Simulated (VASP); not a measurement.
Here is a VASP 6.6.1 calculation.

Contents of INCAR:

```
SYSTEM = LiH
PREC = Accurate ; ENCUT = 520
EDIFF = 1E-6 ; ISMEAR = 0
SIGMA = 0.05 ; LREAL = .FALSE.
LASPH = .TRUE. ; NELM = 60
ALGO = Normal ; ISIF = 2
LWAVE = .FALSE. ; LCHARG = .TRUE.
GGA = PE ; LELF = .TRUE.
LVHAR = .TRUE. ; NBANDS = 9
```

File KPOINTS:

```
Automatic mesh
0
G
  10 10 10
  0 0 0
```

File POSCAR:

```
LiH
1.0
    0.0000000000      2.1951000000      2.1951000000
    2.1951000000      0.0000000000      2.1951000000
    2.1951000000      2.1951000000      0.0000000000
Li H
1 1
Direct
    0.0000000000      0.0000000000      0.0000000000
    0.5000000000      0.5000000000      0.5000000000
```

Potentials or basis: VASP PAW PBE potentials, release 64 (Li_sv, H).

The run is started by

```bash
$ cat potpaw_PBE.64/Li_sv/POTCAR potpaw_PBE.64/H/POTCAR > POTCAR
$ mpirun -np 1 vasp_std > vasp.out
```

Question: Predict the band gap on the k mesh.

Answer: 3.12 eV, direct.

Caveat: the cell differs from its parent crystal (strain +0.080 along x and y, +0.080 along z). A k mesh can miss the band edges.
